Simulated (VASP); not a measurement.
# C62N (a cell with a defect) in VASP: single point with PBE

Aim: the single point of C62N (a cell with a defect) with PBE.

Program: VASP 6.6.1. These are calculated values, not measurements. Logs are shortened: lines on timing, memory, paths and dates and some standing lists are left out, and cuts for length are marked.

### Step 1. The cell of the first run

The cell holds a defect, 63 atoms: a = 7.140 Å, b = 7.140 Å, c = 7.140 Å, α = 90.00°, β = 90.00°, γ = 90.00°.

### Step 2. Single point, PBE

INCAR reads:

```
SYSTEM = C62N
PREC     = Accurate       ! precision mode
ENCUT    = 520            ! plane-wave cutoff, eV
EDIFF    = 1E-6           ! SCF threshold, eV
ISMEAR   = -1             ! smearing method
SIGMA    = 0.02           ! smearing width, eV
LREAL    = Auto         
LASPH    = .TRUE.         ! aspherical terms in the spheres
NELM     = 60             ! most SCF steps
ALGO     = Normal         ! electronic algorithm
ISIF     = 2              ! what is computed and relaxed
LWAVE    = .FALSE.        ! write WAVECAR
LCHARG   = .FALSE.        ! write CHGCAR
GGA      = PE             ! functional
NELECT   = 254.0        
NBANDS   = 164            ! bands
```

KPOINTS reads:

```
Automatic mesh
0
G
  2 2 2
  0 0 0
```

POSCAR reads:

```
C62N
1.0
    7.1400000000      0.0000000000      0.0000000000
    0.0000000000      7.1400000000      0.0000000000
    0.0000000000      0.0000000000      7.1400000000
C N
62 1
Direct
    0.5108105042     -0.0110420168      0.0111722689
    0.6247628852      0.1221294118      0.1249810924
    0.7481144258      0.2489198880     -0.0001567227
    0.8737542017      0.3745736695      0.1251004202
    0.7529707283     -0.0010225490      0.2534289916
    0.8780843137      0.1249777311      0.3785784314
   -0.0021631653     -0.0012663866      0.0018359944
    0.1219756303      0.1238306723      0.1245315126
    0.2368413165      0.2452134454     -0.0083624650
    0.3734116246      0.3674956583      0.1169341737
    0.4980268908      0.4974613445     -0.0026022409
    0.6238085434      0.6229747899      0.1238505602
    0.7501023810      0.7482894958      0.0001340336
    0.8736463585      0.8740047619      0.1271719888
    0.2502354342      0.0004672269      0.2500359944
    0.3743932773      0.1246133053      0.3753904762
    0.4988099440      0.2474938375      0.2476144258
    0.6242107843      0.3738711485      0.3734686275
    0.7494983193      0.4994780112      0.2497900560
    0.8754347339      0.6254168067      0.3755274510
    0.4990056022     -0.0017411765      0.5006753501
    0.6228567227      0.1246439776      0.6253282913
    0.7503015406      0.2495693277      0.4993439776
    0.8729522409      0.3765980392      0.6243942577
    0.7490065826      0.0008679272      0.7512245098
    0.8735005602      0.1254805322      0.8754642857
   -0.0016023810      0.5019463585      0.0008532213
    0.1253547619      0.6245869748      0.1259061625
    0.2503478992      0.7520067227      0.0001368347
    0.3766549020      0.8757859944      0.1248065826
   -0.0004312325      0.2497037815      0.2512396359
    0.1252624650      0.3753352941      0.3741485994
    0.2499868347      0.4966556022      0.2465843137
    0.3759410364      0.6217990196      0.3717666667
    0.5005662465      0.7477882353      0.2506910364
    0.6271075630      0.8744120448      0.3746771709
    0.0072522409      0.0015222689      0.5082532213
    0.1290404762      0.1379920168      0.6332343137
    0.2511035014      0.2526967787      0.5010369748
    0.3762392157      0.3769226891      0.6237344538
    0.5009009804      0.5012113445      0.4981012605
    0.6266648459      0.6248172269      0.6251477591
    0.7519550420      0.7511418768      0.5014711485
    0.8774584034      0.8769543417      0.6279065826
    0.5036313725      0.2558240896      0.7395128852
    0.6216809524      0.3719953782      0.8729588235
    0.7499658263      0.5006920168      0.7494802521
    0.8745401961      0.6252613445      0.8757774510
    0.0010050420      0.7506507003      0.2518183473
    0.1273607843      0.8760173669      0.3776752101
    0.0003896359      0.5011808123      0.5002242297
    0.1260887955      0.6268278711      0.6254572829
    0.2528523810      0.7499644258      0.5001766106
    0.3859014006      0.8637736695      0.6139607843
   -0.0031955182      0.2547348739      0.7503005602
    0.1201100840      0.3780261905      0.8749049020
    0.2494505602      0.5013484594      0.7498932773
    0.3740624650      0.6258633053      0.8741267507
    0.4988271709      0.7514238095      0.7489015406
    0.6234050420      0.8760305322      0.8763205882
    0.0032700280      0.7535970588      0.7522991597
    0.1198533613      0.8721526611      0.8857920168
    0.2885840336      0.0858155462      0.8138459384
```

Potentials or basis: VASP PAW PBE potentials, release 64 (C, N).

Launch:

```console
$ cat potpaw_PBE.64/C/POTCAR potpaw_PBE.64/N/POTCAR > POTCAR
$ mpirun -np 1 vasp_std > vasp.out
```

OUTCAR:

```text
SYSTEM = C62N
   PREC = Accurate
   ENCUT = 520
   EDIFF = 1E-6
   ISMEAR = -1
   LREAL = Auto
   LASPH = .TRUE.
   NELM = 60
   ISIF = 2
   GGA = PE
   NELECT = 254.0

 ion  position               nearest neighbor table
   1  0.511  0.989  0.011-  60 1.49   2 1.49  30 1.49
   2  0.625  0.122  0.125-   1 1.49  17 1.54   3 1.55   5 1.57
   3  0.748  0.249  1.000-  26 1.54   2 1.55  46 1.55   4 1.55
   4  0.874  0.375  0.125-  19 1.54  27 1.55   3 1.55  31 1.55
   5  0.753  0.999  0.253-  36 1.53  14 1.53   6 1.55   2 1.57
   6  0.878  0.125  0.379-  23 1.54  31 1.54   5 1.55  37 1.58
   7  0.998  0.999  0.002-  62 1.50   8 1.53  14 1.54  26 1.56
[... 40 lines left out ...]
  48  0.875  0.625  0.876-  13 1.53  27 1.53  47 1.55  61 1.57
  49  0.001  0.751  0.252-  20 1.54  14 1.55  28 1.55  50 1.56
  50  0.127  0.876  0.378-  53 1.54  15 1.55  37 1.55  49 1.56
  51  0.000  0.501  0.500-  20 1.54  24 1.55  52 1.55  32 1.55
  52  0.126  0.627  0.625-  57 1.54  53 1.55  61 1.55  51 1.55
  53  0.253  0.750  0.500-  54 1.49  50 1.54  52 1.55  34 1.57
  54  0.386  0.864  0.614-  59 1.49  53 1.49  21 1.49
  55  0.997  0.255  0.750-  38 1.51  56 1.53  24 1.53  26 1.56
  56  0.120  0.378  0.875-   9 1.51  55 1.53  27 1.53  57 1.56
  57  0.249  0.501  0.750-  52 1.54  58 1.54  40 1.56  56 1.56
  58  0.374  0.626  0.874-  57 1.54  59 1.55  11 1.55  29 1.55
  59  0.499  0.751  0.749-  54 1.49  58 1.55  60 1.55  42 1.56
  60  0.623  0.876  0.876-   1 1.49  25 1.55  59 1.55  13 1.56
  61  0.003  0.754  0.752-  62 1.52  44 1.54  52 1.55  48 1.57
  62  0.120  0.872  0.886-   7 1.50  29 1.51  61 1.52
  63  0.289  0.086  0.814-   9 1.74  38 1.76

  LATTYP: Found a simple cubic cell.
 ALAT       =     7.1400000000

  Lattice vectors:

 A1 = (   7.1400000000,   0.0000000000,   0.0000000000)
 A2 = (   0.0000000000,   7.1400000000,   0.0000000000)
 A3 = (   0.0000000000,   0.0000000000,   7.1400000000)

Analysis of symmetry for initial positions (statically):
=====================================================================
 Subroutine PRICEL returns:
 Original cell was already a primitive cell.

 Routine SETGRP: Setting up the symmetry group for a
 simple cubic supercell.

 Subroutine GETGRP returns: Found  1 space group operations
 (whereof  1 operations were pure point group operations)
 out of a pool of 48 trial point group operations.

The static configuration has the point symmetry C_1 .

Analysis of symmetry for dynamics (positions and initial velocities):
=====================================================================
 Subroutine PRICEL returns:
 Original cell was already a primitive cell.

 Routine SETGRP: Setting up the symmetry group for a
 simple cubic supercell.

 Subroutine GETGRP returns: Found  1 space group operations
 (whereof  1 operations were pure point group operations)
 out of a pool of 48 trial point group operations.

The dynamic configuration has the point symmetry C_1 .

 Subroutine INISYM returns: Found  1 space group operations
 (whereof  1 operations are pure point group operations),
 and found     1 'primitive' translations

----------------------------------------------------------------------------------------

                                     Primitive cell

  volume of cell :     363.9943

  direct lattice vectors                    reciprocal lattice vectors
     7.140000000  0.000000000  0.000000000     0.140056022  0.000000000  0.000000000
     0.000000000  7.140000000  0.000000000     0.000000000  0.140056022  0.000000000
     0.000000000  0.000000000  7.140000000     0.000000000  0.000000000  0.140056022

  length of vectors
     7.140000000  7.140000000  7.140000000     0.140056022  0.140056022  0.140056022

  position of ions in fractional coordinates (direct lattice)
     0.510810504  0.988957983  0.011172269
     0.624762885  0.122129412  0.124981092
[... 142 lines left out ...]

  Length of vectors
     0.070028011  0.070028011  0.070028011

  Shift w.r.t. Gamma in fractional coordinates (k-lattice)
     0.000000000  0.000000000  0.000000000

 Subroutine IBZKPT returns following result:
 ===========================================

 Found      8 irreducible k-points:

 Following reciprocal coordinates:
            Coordinates               Weight
  0.000000  0.000000  0.000000      1.000000
  0.500000  0.000000  0.000000      1.000000
  0.000000  0.500000  0.000000      1.000000
  0.000000  0.000000  0.500000      1.000000
  0.500000  0.500000  0.000000      1.000000
  0.000000  0.500000  0.500000      1.000000
  0.500000  0.000000  0.500000      1.000000
  0.500000  0.500000  0.500000      1.000000
   k-points           NKPTS =      8   k-points in BZ     NKDIM =      8   number of bands    NBANDS=    164
   number of dos      NEDOS =    301   number of ions     NIONS =     63
   total plane-waves  NPLWV = 157464
   dimension x,y,z NGX =    54 NGY =   54 NGZ =   54
   dimension x,y,z NGXF=   108 NGYF=  108 NGZF=  108
   ions per type =              62   1
   NGX,Y,Z   is equivalent  to a cutoff of  12.57, 12.57, 12.57 a.u.
   NGXF,Y,Z  is equivalent  to a cutoff of  25.15, 25.15, 25.15 a.u.
 SYSTEM =  C62N
   PREC   = accura    normal or accurate (medium, high low for compatibility)
   ISTART =      0    job   : 0-new  1-cont  2-samecut
   ICHARG =      2    charge: 1-file 2-atom 10-const
   ISPIN  =      1    spin polarized calculation?
   LNONCOLLINEAR =      F non collinear calculations
   LSORBIT =      F    spin-orbit coupling
   LASPH  =      T    aspherical Exc in radial PAW
   ENCUT  =  520.0 eV  38.22 Ry    6.18 a.u.  13.28 13.28 13.28*2*pi/ulx,y,z
   NELM   =     60;   NELMIN=  2; NELMDL= -5     # of ELM steps
   EDIFF  = 0.1E-05   stopping-criterion for ELM
   LREAL  =      T    real-space projection
   EDIFFG = 0.1E-04   stopping-criterion for IOM
   NSW    =      0    number of steps for IOM
   IBRION =     -1    ionic relax: 0-MD 1-quasi-New 2-CG
   NFREE  =      0    steps in history (QN), initial steepest desc. (CG)
   ISIF   =      2    stress and relaxation
   ISYM   =      2    0-nonsym 1-usesym 2-fastsym
   POTIM  = 0.5000    time-step for ionic-motion
   TEBEG  =    0.0;   TEEND  =   0.0 temperature during run
   PSTRESS=    0.0 pullay stress
   NELECT =     254.0000    total number of electrons
   NUPDOWN=      -1.0000    fix difference up-down
   EMIN   =  10.00;   EMAX   =-10.00  energy-range for DOS
   EFERMI =   0.00;   METHOD = LEGACY
   ISMEAR =    -1;   SIGMA  =   0.02  broadening in eV -4-tet -1-fermi 0-gaus
   EFERMI_NEDOS =   21; number of points for ismear=-14 and -15
   IALGO  =     38    algorithm
   IMIX   =      4    mixing-type and parameters
     AMIX     =   0.40;   BMIX     =  1.00
     AMIX_MAG =   1.60;   BMIX_MAG =  1.00
  volume/ion in A,a.u.               =       5.78        38.99
  Fermi-wavevector in a.u.,A,eV,Ry     =   1.452071  2.744016 28.688024  2.108510
  Thomas-Fermi vector in A             =   2.569495
   LORBIT       =      0    0 simple, 1 ext, 2 COOP (PROOUT), +10 PAW based schemes
   GGA     = PE    functional components
   LHFCALC =     F    Hartree Fock is set to
   AEXX    =    0.0000 exact exchange contribution
   IVDW    =     0    specifies the selected vdW correction
   LEPSILON=     F    determine dielectric tensor
   LRPA    =     F    only Hartree local field effects (RPA)
 non-spin polarized calculation
  energy-cutoff  :      520.00
  volume of cell :      363.99
 maximum number of plane-waves:      9808
 NGX is ok and might be reduce to    54
   NGX = 27   NGY = 27   NGZ = 27

 number of electron     253.9999997 magnetization

 Free energy of the ion-electron system (eV)
  ---------------------------------------------------
  ext. energy  EPLUGINS =         0.00000000
  ---------------------------------------------------
  free energy    TOTEN  =      -550.62104394 eV

  energy without entropy =     -550.60336785  energy(sigma->0) =     -550.61220590

 E-fermi :  11.0798     XC(G=0): -13.1900

 val. band max:       11.0767951445   @ k =   0.5000   0.5000   0.5000
 cond. band min:      11.0909168148   @ k =   0.0000   0.5000   0.5000
 fundamental gap:      0.0141216703
 Fermi energy:        11.0798477200

 k-point     1 :       0.0000    0.0000    0.0000
  band No.  band energies     occupation
      1     -11.9977      2.00000
      2      -9.8803      2.00000
      3      -9.8326      2.00000
      4      -9.7748      2.00000
      5      -9.7652      2.00000
      6      -9.5944      2.00000
[... 1125 lines left out ...]
    138      15.4152      0.00000
    139      15.4228      0.00000
 [bands above 139 left out]

------------------------ aborting loop because EDIFF is reached ----------------------------------------

  FORCE on cell =-STRESS in cart. coord.  units (eV):
  Direction    XX          YY          ZZ          XY          YZ          ZX
  --------------------------------------------------------------------------------------
  -------------------------------------------------------------------------------------
  Total       19.4264214     19.3292155     14.7181702     -8.5182857     -7.9100638     -7.9414111
  in kB       85.5083944     85.0805278     64.7842997    -37.4945502    -34.8173677    -34.9553478
  external PRESSURE =      78.4577406 kB  Pullay stress =       0.0000000 kB

 VOLUME and BASIS-vectors are now :
 -----------------------------------------------------------------------------
  energy-cutoff  :      520.00
  volume of cell :      363.99
      direct lattice vectors                 reciprocal lattice vectors
     7.140000000  0.000000000  0.000000000     0.140056022  0.000000000  0.000000000
     0.000000000  7.140000000  0.000000000     0.000000000  0.140056022  0.000000000
     0.000000000  0.000000000  7.140000000     0.000000000  0.000000000  0.140056022

 POSITION                                       TOTAL-FORCE (eV/Angst)
 -----------------------------------------------------------------------------------
      3.64719      7.06116      0.07977        -0.023929      0.015907     -0.014209
      4.46081      0.87200      0.89236        -0.001302      0.010112      0.001113
      5.34154      1.77729      7.13888        -0.003569      0.003099      0.002395
      6.23861      2.67446      0.89322         0.010076      0.002037      0.000739
      5.37621      7.13270      1.80948        -0.007033      0.006487     -0.002831
      6.26952      0.89234      2.70305         0.004425     -0.013738      0.002592
[... 55 lines left out ...]
      0.85575      6.22717      6.32455         0.001939      0.007181     -0.009365
      2.06049      0.61272      5.81086         0.003689      0.007521     -0.006171
 -----------------------------------------------------------------------------------
    total drift:                                0.003845     -0.029955     -0.053167

  FREE ENERGIE OF THE ION-ELECTRON SYSTEM (eV)
  ---------------------------------------------------
  free  energy   TOTEN  =      -550.6210439425 eV

  energy  without entropy=     -550.6033678498  energy(sigma->0) =     -550.61220590
```

Wall time 28 min (1 thread of Intel Xeon 8259CL, shared host); peak memory 0.58 GiB.

What came out:

- Free energy: -550.6210 eV
- Largest force: 0.038 eV/Å

Forces in eV/Å, atoms in the order of the input:
```
C   -0.024  0.016 -0.014
C   -0.001  0.010  0.001
C   -0.004  0.003  0.002
C    0.010  0.002  0.001
C   -0.007  0.006 -0.003
C    0.004 -0.014  0.003
C   -0.001  0.008 -0.007
C    0.011 -0.008 -0.002
C    0.017  0.001  0.008
C   -0.005 -0.007 -0.005
C   -0.003 -0.001  0.000
C   -0.006  0.002 -0.007
C   -0.003  0.003 -0.003
C    0.007 -0.001 -0.007
C   -0.002  0.001 -0.005
C    0.008  0.001  0.007
C   -0.004  0.006  0.003
C    0.006  0.003  0.004
C   -0.002  0.002  0.002
C    0.000 -0.005 -0.001
C    0.006  0.020 -0.010
C    0.013 -0.012 -0.018
C   -0.005 -0.004  0.003
C    0.008 -0.001 -0.005
C   -0.005 -0.002  0.002
C    0.015 -0.004 -0.006
C    0.001 -0.003  0.005
C   -0.002  0.004 -0.004
C    0.011  0.000  0.004
C   -0.013  0.002 -0.002
C   -0.001  0.001 -0.001
C   -0.005 -0.003  0.011
C    0.004 -0.008 -0.001
C   -0.003 -0.004  0.004
C   -0.003  0.004  0.001
C   -0.011  0.003  0.002
C   -0.006  0.009 -0.005
C    0.013 -0.018  0.013
C   -0.001  0.003 -0.008
C    0.000  0.012 -0.005
C   -0.001 -0.001  0.010
C   -0.009  0.006 -0.001
C    0.008  0.004  0.004
C   -0.001  0.004 -0.004
C   -0.024 -0.028  0.007
C    0.004  0.009  0.008
C   -0.004 -0.009  0.009
C    0.009 -0.005 -0.010
C    0.002  0.005  0.002
C   -0.007  0.005  0.003
C    0.001 -0.013  0.000
C   -0.008 -0.003 -0.002
C   -0.010 -0.002 -0.002
C   -0.008  0.017  0.019
C   -0.012 -0.008  0.000
C    0.011  0.000  0.001
C   -0.001 -0.010  0.003
C    0.009 -0.003  0.009
C    0.010 -0.002  0.013
C    0.006 -0.002 -0.008
C    0.005 -0.006 -0.007
C    0.002  0.007 -0.009
N    0.004  0.008 -0.006
```

Levels at points of the mesh, in eV from the Fermi level:
```tsv
k point	band 123	band 124	band 125	band 126	band 127	band 128	band 129	band 130	band 131	band 132
(0.00, 0.00, 0.00)	-2.50	-2.47	-2.22	-0.26	0.21	0.42	1.68	2.06	2.68	2.78
(0.50, 0.00, 0.00)	-3.38	-3.13	-2.97	-0.45	-0.31	-0.08	2.05	2.48	2.75	3.01
(0.00, 0.50, 0.00)	-3.38	-3.13	-2.97	-0.45	-0.31	-0.08	2.04	2.47	2.76	3.02
(0.00, 0.00, 0.50)	-3.39	-3.07	-3.05	-0.40	-0.35	-0.01	1.73	2.67	2.91	3.16
(0.50, 0.50, 0.00)	-3.26	-2.48	-2.42	-0.71	0.03	0.07	2.15	2.85	3.70	3.95
(0.00, 0.50, 0.50)	-3.26	-2.50	-2.41	-0.80	0.01	0.11	2.52	2.77	3.45	3.95
(0.50, 0.00, 0.50)	-3.26	-2.50	-2.41	-0.80	0.01	0.12	2.52	2.72	3.50	3.95
(0.50, 0.50, 0.50)	-3.37	-2.98	-2.96	-0.21	-0.15	0.00	2.20	2.69	3.26	4.19
```

Caveat: the k points lie up to 0.44 Å⁻¹ apart; the cell carries a net charge on a neutralising background, which shifts energy and pressure; the cell is charged against a uniform background, so pressure and absolute levels hang on convention.
